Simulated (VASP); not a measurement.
Set up this calculation in VASP 6.6.1, as the native input.

| Quantity | Value |
| --- | --- |
| Task | single point |
| Functional | PBE |
| Potentials or basis | VASP PAW PBE potentials, release 64 (Ta_pv, F) |
| Cutoff | 520 eV |
| k mesh | 7 × 7 × 7 |
| Occupations | fermi-dirac, width 0.05 eV |
| Spin | no spin polarisation |
| Dipole correction | no |
| Further INCAR settings | ALGO = Normal; EDIFF = 1e-07; NBANDS = 24 |

The structure of TaF3 lies in POSCAR:

```
TaF3
1.0
    3.8757519625      0.0000000000      0.0000000000
    0.0000000000      3.8757519625      0.0000000000
    0.0000000000      0.0000000000      3.8757519625
Ta F
1 3
Direct
    0.0000000000      0.0000000000      0.0000000000
    0.0000000000      0.0000000000      0.5000000000
    0.0000000000      0.5000000000      0.0000000000
    0.5000000000      0.0000000000      0.0000000000
```

These files were run (other wordings do the same):

INCAR

```
SYSTEM = TaF3
PREC = Accurate
ENCUT = 520
EDIFF = 1E-7
ISMEAR = -1
SIGMA = 0.05
LREAL = .FALSE.
LASPH = .TRUE.
NELM = 60
ALGO = Normal
ISIF = 2
LWAVE = .FALSE.
LCHARG = .TRUE.
GGA = PE
LELF = .TRUE.
LVHAR = .TRUE.
NBANDS = 24
```

KPOINTS

```
regular mesh
0
G
  7 7 7
  0 0 0
```

Potentials or basis: VASP PAW PBE potentials, release 64 (Ta_pv, F).

Run with:

```sh
$ cat potpaw_PBE.64/Ta_pv/POTCAR potpaw_PBE.64/F/POTCAR > POTCAR
$ mpirun -np 1 vasp_std > vasp.out
```

It gave:

- Pressure: 30.5 GPa
- Band gap on the k mesh: zero (band 16 reaches 6.84 eV, above the bottom of band 17 at 3.91 eV)

Caveat: spin-orbit coupling is left out, which moves the levels of the heavy elements.

Wall time 14 s on 1 thread of AMD EPYC 9R45 96-Core Processor (Zen 5), on a shared host, peak memory 0.15 GiB.
